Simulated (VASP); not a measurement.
Input of a VASP 6.6.1 run:

The input INCAR:

```
PREC = Accurate
ENCUT = 520
EDIFF = 1E-6
ISMEAR = 0
SIGMA = 0.05
LREAL = False
LASPH = True
NELM = 60
ALGO = Normal
ISIF = 2
LWAVE = False
LCHARG = True
GGA = PE
LELF = True
LVHAR = True
NBANDS = 11
```

KPOINTS

```
regular mesh
0
Gamma
  12 12 12
```

File POSCAR:

```
C
1.0
    0.0000000000      1.8101510000      1.7566490000
    1.8101510000      0.0000000000      1.7566490000
    1.8101510000      1.8101510000      0.0000000000
C
2
Direct
    0.5000000000      0.5000000000      0.5000000000
    0.7500000000      0.7500000000      0.7500000000
```

Potentials or basis: VASP PAW PBE potentials, release 64 (C).

Launch:

```bash
$ cat potpaw_PBE.64/C/POTCAR > POTCAR
$ mpirun -np 1 vasp_std > vasp.out
```

Predict the pressure.

-3.9 GPa.

What does it give for the band gap on the k mesh?

3.38 eV, indirect (least direct gap 5.02 eV).

Stress tensor (GPa, compression positive):
```
-12.75   0.00   0.00
  0.00 -12.75   0.00
  0.00   0.00  13.87
```

Caveat: the cell differs from its parent crystal (strain +0.015 along x and y, -0.015 along z). A k mesh can miss the band edges.
